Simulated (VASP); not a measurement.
# C in VASP: single point with PBE

Aim: the single point of C with PBE.

Program: VASP 6.6.1. These are calculated values, not measurements. Logs are shortened: lines on timing, memory, paths and dates and some standing lists are left out, and cuts for length are marked.

## Step 1: The cell of the first run

The cell holds a sheet with vacuum, 18 atoms: a = 7.383 Å, b = 7.383 Å, c = 16.000 Å, α = 90.00°, β = 90.00°, γ = 60.00°.

## Step 2: Single point, PBE

Contents of INCAR:

```
SYSTEM = C
PREC = Accurate
ENCUT = 520
EDIFF = 1E-7
ISMEAR = 0
SIGMA = 0.05
LREAL = Auto
LASPH = .TRUE.
NELM = 100
ALGO = Normal
ISIF = 2
LWAVE = .FALSE.
LCHARG = .FALSE.
LDIPOL = .TRUE.
IDIPOL = 3
DIPOL = 0.5 0.5 0.500
GGA = PE
NBANDS = 51
```

Contents of KPOINTS:

```
regular mesh
0
G
  12 12 1
  0 0 0
```

Contents of POSCAR:

```
C
1.0
    7.3830000000      0.0000000000      0.0000000000
    3.6915000000      6.3938655561      0.0000000000
    0.0000000000      0.0000000000     16.0000000000
C
18
Direct
    0.0000000000      0.0000000000      0.5000000000
    0.0000000000      0.3333333333      0.5000000000
    0.0000000000      0.6666666667      0.5000000000
    0.3333333333      0.0000000000      0.5000000000
    0.3333333333      0.3333333333      0.5000000000
    0.3333333333      0.6666666667      0.5000000000
    0.6666666667      0.0000000000      0.5000000000
    0.6666666667      0.3333333333      0.5000000000
    0.6666666667      0.6666666667      0.5000000000
    0.1111111111      0.1111111111      0.5000000000
    0.1111111111      0.4444444444      0.5000000000
    0.1111111111      0.7777777778      0.5000000000
    0.4444444444      0.1111111111      0.5000000000
    0.4444444444      0.4444444444      0.5000000000
    0.4444444444      0.7777777778      0.5000000000
    0.7777777778      0.1111111111      0.5000000000
    0.7777777778      0.4444444444      0.5000000000
    0.7777777778      0.7777777778      0.5000000000
```

Potentials or basis: VASP PAW PBE potentials, release 64 (C).

On the command line:

```bash
$ cat potpaw_PBE.64/C/POTCAR > POTCAR
$ mpirun -np 1 vasp_std > vasp.out
```

OUTCAR:

```text
SYSTEM = C
   PREC = Accurate
   ENCUT = 520
   EDIFF = 1E-7
   ISMEAR = 0
   LREAL = Auto
   LASPH = .TRUE.
   NELM = 100
   ISIF = 2
   GGA = PE

 ion  position               nearest neighbor table
   1  0.000  0.000  0.500-  12 1.42  10 1.42  16 1.42
   2  0.000  0.333  0.500-  10 1.42  11 1.42  17 1.42
   3  0.000  0.667  0.500-  12 1.42  18 1.42  11 1.42
   4  0.333  0.000  0.500-  15 1.42  10 1.42  13 1.42
   5  0.333  0.333  0.500-  13 1.42  11 1.42  14 1.42
   6  0.333  0.667  0.500-  12 1.42  15 1.42  14 1.42
[... 10 lines left out ...]
  17  0.778  0.444  0.500-   8 1.42   2 1.42   9 1.42
  18  0.778  0.778  0.500-   7 1.42   9 1.42   3 1.42

  LATTYP: Found a hexagonal cell.
 ALAT       =     7.3830000000
 C/A-ratio  =     2.1671407287

  Lattice vectors:

 A1 = (  -3.6915000000,  -6.3938655561,   0.0000000000)
 A2 = (   7.3830000000,   0.0000000000,   0.0000000000)
 A3 = (   0.0000000000,   0.0000000000,  16.0000000000)

Analysis of symmetry for initial positions (statically):
=====================================================================
 Subroutine PRICEL returns following result:

  LATTYP: Found a hexagonal cell.
 ALAT       =     2.4609999997
 C/A-ratio  =     6.5014221868

  Lattice vectors:

 A1 = (  -1.2304999999,  -2.1312885185,   0.0000000000)
 A2 = (   2.4609999998,   0.0000000000,   0.0000000000)
 A3 = (   0.0000000000,   0.0000000000,  16.0000000000)

   9 primitive cells build up your supercell.

 Routine SETGRP: Setting up the symmetry group for a
 hexagonal supercell.

 Subroutine GETGRP returns: Found 24 space group operations
 (whereof 12 operations were pure point group operations)
 out of a pool of 24 trial point group operations.

The static configuration has the point symmetry D_3h.
 The point group associated with its full space group is D_6h.

Analysis of symmetry for dynamics (positions and initial velocities):
=====================================================================
 Subroutine PRICEL returns following result:

  LATTYP: Found a hexagonal cell.
 ALAT       =     2.4609999997
 C/A-ratio  =     6.5014221868

  Lattice vectors:

 A1 = (  -1.2304999999,  -2.1312885185,   0.0000000000)
 A2 = (   2.4609999998,   0.0000000000,   0.0000000000)
 A3 = (   0.0000000000,   0.0000000000,  16.0000000000)

   9 primitive cells build up your supercell.

 Routine SETGRP: Setting up the symmetry group for a
 hexagonal supercell.

 Subroutine GETGRP returns: Found 24 space group operations
 (whereof 12 operations were pure point group operations)
 out of a pool of 24 trial point group operations.

The dynamic configuration has the point symmetry D_3h.
 The point group associated with its full space group is D_6h.

 Subroutine INISYM returns: Found 24 space group operations
 (whereof 12 operations are pure point group operations),
 and found     9 'primitive' translations

----------------------------------------------------------------------------------------

                                     Primitive cell

  volume of cell :      83.9216

  direct lattice vectors                    reciprocal lattice vectors
    -1.230500000 -2.131288518  0.000000000     0.000000000 -0.469199731  0.000000000
     2.461000000  0.000000000  0.000000000     0.406338887 -0.234599866  0.000000000
     0.000000000  0.000000000 16.000000000     0.000000000  0.000000000  0.062500000

  length of vectors
     2.461000000  2.461000000 16.000000000     0.469199731  0.469199731  0.062500000

  position of ions in fractional coordinates (direct lattice)
     0.000000000  0.000000000  0.500000000
     0.666666667  0.333333333  0.500000000

  ion indices of the primitive-cell ions
   primitive index   ion index
                 1           1
                 2          10

----------------------------------------------------------------------------------------

 KPOINTS: regular mesh

Automatic generation of k-mesh.
 Grid dimensions read from file:
 generate k-points for:   12   12    1

 Generating k-lattice:

  Cartesian coordinates                     Fractional coordinates (reciprocal lattice)
     0.011287191 -0.006516663  0.000000000     0.083333333  0.000000000  0.000000000
     0.000000000  0.013033326  0.000000000     0.000000000  0.083333333  0.000000000
     0.000000000  0.000000000  0.062500000     0.000000000  0.000000000  1.000000000

  Length of vectors
     0.013033326  0.013033326  0.062500000

  Shift w.r.t. Gamma in fractional coordinates (k-lattice)
     0.000000000  0.000000000  0.000000000

 Subroutine IBZKPT returns following result:
 ===========================================

 Found     19 irreducible k-points:

 Following reciprocal coordinates:
            Coordinates               Weight
  0.000000  0.000000  0.000000      1.000000
  0.083333  0.000000  0.000000      6.000000
  0.166667  0.000000  0.000000      6.000000
  0.250000  0.000000  0.000000      6.000000
  0.333333  0.000000  0.000000      6.000000
  0.416667  0.000000  0.000000      6.000000
[... 11 lines left out ...]
 -0.416667  0.250000  0.000000     12.000000
 -0.333333  0.333333  0.000000      2.000000
   k-points           NKPTS =     19   k-points in BZ     NKDIM =     19   number of bands    NBANDS=     51
   number of dos      NEDOS =    301   number of ions     NIONS =     18
   total plane-waves  NPLWV = 376320
   dimension x,y,z NGX =    56 NGY =   56 NGZ =  120
   dimension x,y,z NGXF=   112 NGYF=  112 NGZF=  240
   ions per type =              18
   NGX,Y,Z   is equivalent  to a cutoff of  12.61, 12.61, 12.47 a.u.
   NGXF,Y,Z  is equivalent  to a cutoff of  25.22, 25.22, 24.94 a.u.
 SYSTEM =  C
   PREC   = accura    normal or accurate (medium, high low for compatibility)
   ISTART =      0    job   : 0-new  1-cont  2-samecut
   ICHARG =      2    charge: 1-file 2-atom 10-const
   ISPIN  =      1    spin polarized calculation?
   LNONCOLLINEAR =      F non collinear calculations
   LSORBIT =      F    spin-orbit coupling
   LASPH  =      T    aspherical Exc in radial PAW
   ENCUT  =  520.0 eV  38.22 Ry    6.18 a.u.  13.73 13.73 29.75*2*pi/ulx,y,z
   NELM   =    100;   NELMIN=  2; NELMDL= -5     # of ELM steps
   EDIFF  = 0.1E-06   stopping-criterion for ELM
   LREAL  =      T    real-space projection
   EDIFFG = 0.1E-05   stopping-criterion for IOM
   NSW    =      0    number of steps for IOM
   IBRION =     -1    ionic relax: 0-MD 1-quasi-New 2-CG
   NFREE  =      0    steps in history (QN), initial steepest desc. (CG)
   ISIF   =      2    stress and relaxation
   ISYM   =      2    0-nonsym 1-usesym 2-fastsym
   POTIM  = 0.5000    time-step for ionic-motion
   TEBEG  =    0.0;   TEEND  =   0.0 temperature during run
   PSTRESS=    0.0 pullay stress
   NELECT =      72.0000    total number of electrons
   NUPDOWN=      -1.0000    fix difference up-down
   EMIN   =  10.00;   EMAX   =-10.00  energy-range for DOS
   EFERMI =   0.00;   METHOD = LEGACY
   ISMEAR =     0;   SIGMA  =   0.05  broadening in eV -4-tet -1-fermi 0-gaus
   EFERMI_NEDOS =   21; number of points for ismear=-14 and -15
   IALGO  =     38    algorithm
   IMIX   =      4    mixing-type and parameters
     AMIX     =   0.40;   BMIX     =  1.00
     AMIX_MAG =   1.60;   BMIX_MAG =  1.00
  volume/ion in A,a.u.               =      41.96       283.17
  Fermi-wavevector in a.u.,A,eV,Ry     =   0.747848  1.413228  7.609428  0.559277
  Thomas-Fermi vector in A             =   1.843999
   LORBIT       =      0    0 simple, 1 ext, 2 COOP (PROOUT), +10 PAW based schemes
   GGA     = PE    functional components
   LHFCALC =     F    Hartree Fock is set to
   AEXX    =    0.0000 exact exchange contribution
   IVDW    =     0    specifies the selected vdW correction
   LEPSILON=     F    determine dielectric tensor
   LRPA    =     F    only Hartree local field effects (RPA)
 non-spin polarized calculation
 Gauss-broadening in eV      SIGMA  =   0.05
  energy-cutoff  :      520.00
  volume of cell :      755.29
 maximum number of plane-waves:     20394
   NGX = 27   NGY = 27   NGZ = 59

 dipolmoment           0.000000      0.000000     -0.000000 electrons x Angstroem

 number of electron      72.0000001 magnetization

 dipolmoment           0.000000      0.000000      0.000000 electrons x Angstroem

 Free energy of the ion-electron system (eV)
  ---------------------------------------------------
  ext. energy  EPLUGINS =         0.00000000
  ---------------------------------------------------
  free energy    TOTEN  =      -166.06310672 eV

  energy without entropy =     -166.06232312  energy(sigma->0) =     -166.06271492

 E-fermi :  -2.3458     XC(G=0):  -2.6881

 val. band max:       -2.3457621610   @ k =   0.0000   0.0000   0.0000
 cond. band min:      -2.3457620539   @ k =   0.0000   0.0000   0.0000
 fundamental gap:      0.0000001071
 Fermi energy:        -2.3457621549

 k-point     1 :       0.0000    0.0000    0.0000
  band No.  band energies     occupation
      1     -21.9172      2.00000
      2     -19.3234      2.00000
      3     -19.3234      2.00000
      4     -19.3234      2.00000
      5     -19.3233      2.00000
      6     -19.3233      2.00000
[... 40 lines left out ...]
     47       2.5852      0.00000
     48       3.8470      0.00000

 k-point     2 :       0.0833    0.0000    0.0000
  band No.  band energies     occupation
      1     -21.8989      2.00000
      2     -19.7309      2.00000
      3     -19.5179      2.00000
      4     -19.5179      2.00000
      5     -19.0945      2.00000
      6     -19.0944      2.00000
[... 859 lines left out ...]
 k-point    19 :      -0.3333    0.3333    0.0000
  band No.  band energies     occupation
      1     -21.0427      2.00000
      2     -21.0427      2.00000
      3     -21.0427      2.00000
      4     -18.4865      2.00000
      5     -18.4865      2.00000
      6     -18.4864      2.00000
[... 40 lines left out ...]
     47       2.9611      0.00000
     48       2.9611      0.00000
 [bands above 48 left out]

------------------------ aborting loop because EDIFF is reached ----------------------------------------

 vacuum level on the upper side and lower side of the slab       (xc-potential included)        -0.039        -0.039

  FORCE on cell =-STRESS in cart. coord.  units (eV):
  Direction    XX          YY          ZZ          XY          YZ          ZX
  --------------------------------------------------------------------------------------
  -------------------------------------------------------------------------------------
  Total        3.4186855      3.4186855     -0.0943398      0.0000000     -0.0000000     -0.0000000
  in kB        7.2519262      7.2519262     -0.2001194      0.0000000     -0.0000000     -0.0000000
  external PRESSURE =       4.7679110 kB  Pullay stress =       0.0000000 kB

 VOLUME and BASIS-vectors are now :
 -----------------------------------------------------------------------------
  energy-cutoff  :      520.00
  volume of cell :      755.29
      direct lattice vectors                 reciprocal lattice vectors
     7.383000000  0.000000000  0.000000000     0.135446296 -0.078199955  0.000000000
     3.691500000  6.393865556  0.000000000     0.000000000  0.156399910  0.000000000
     0.000000000  0.000000000 16.000000000     0.000000000  0.000000000  0.062500000

 POSITION                                       TOTAL-FORCE (eV/Angst)
 -----------------------------------------------------------------------------------
      0.00000      0.00000      8.00000        -0.000000     -0.000000      0.000000
      1.23050      2.13129      8.00000        -0.000000     -0.000000     -0.000000
      2.46100      4.26258      8.00000        -0.000000     -0.000000     -0.000000
      2.46100      0.00000      8.00000        -0.000000      0.000000      0.000000
      3.69150      2.13129      8.00000        -0.000000     -0.000000     -0.000000
      4.92200      4.26258      8.00000        -0.000000      0.000000      0.000000
[... 10 lines left out ...]
      7.38300      2.84172      8.00000         0.000000      0.000000     -0.000000
      8.61350      4.97301      8.00000         0.000000      0.000000     -0.000000
 -----------------------------------------------------------------------------------
    total drift:                                0.000000      0.000000      0.000000

  FREE ENERGIE OF THE ION-ELECTRON SYSTEM (eV)
  ---------------------------------------------------
  free  energy   TOTEN  =      -166.0631067216 eV

  energy  without entropy=     -166.0623231250  energy(sigma->0) =     -166.06271492

 vacuum level on the upper side and lower side of the slab         1.844         1.844
```

It took 14 min on 1 thread of AMD EPYC 9R45 (Zen 5), shared host; peak memory 0.91 GiB.

Results:

```yaml
Free_energy: -166.0631 eV
Band_gap_on_the_k_mesh: zero (filled and empty bands touch)
```
